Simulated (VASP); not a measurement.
Ga, 1 atom in the cell. The structure is tetragonal, space group I4/mmm (No. 139). Conventional cell: a = 2.808 Å, b = 2.808 Å, c = 4.458 Å, α = 90.00°, β = 90.00°, γ = 90.00°. Within 3.7 Å of Ga (site symmetry 4/mmm) lie 12 Ga at 2.81 to 2.99 Å. 

```yaml
Program: VASP 6.6.1
Task: single point
Functional: PBEsol
Potentials_or_basis: VASP PAW PBE potentials, release 64 (Ga_d)
Cutoff: 520 eV
k_mesh: 26 × 26 × 26
Occupations: gaussian, width 0.15 eV
Spin: no spin polarisation
Dipole_correction: no
Further_INCAR_settings: ALGO = Fast; EDIFF = 1e-07; NBANDS = 12
```

Potentials or basis: VASP PAW PBE potentials, release 64 (Ga_d).

Command:

```bash
$ cat potpaw_PBE.64/Ga_d/POTCAR > POTCAR
$ mpirun -np 1 vasp_std > vasp.out
```

Hardware: 1 thread of Intel Xeon 8259CL (shared host).

Problem. Estimate the wall time of this run.

Solution. Wall time 5.7 min on 1 thread of Intel Xeon 8259CL, with other jobs on the host, peak memory 0.37 GiB. Counts: scf iterations 12, k points 1330.
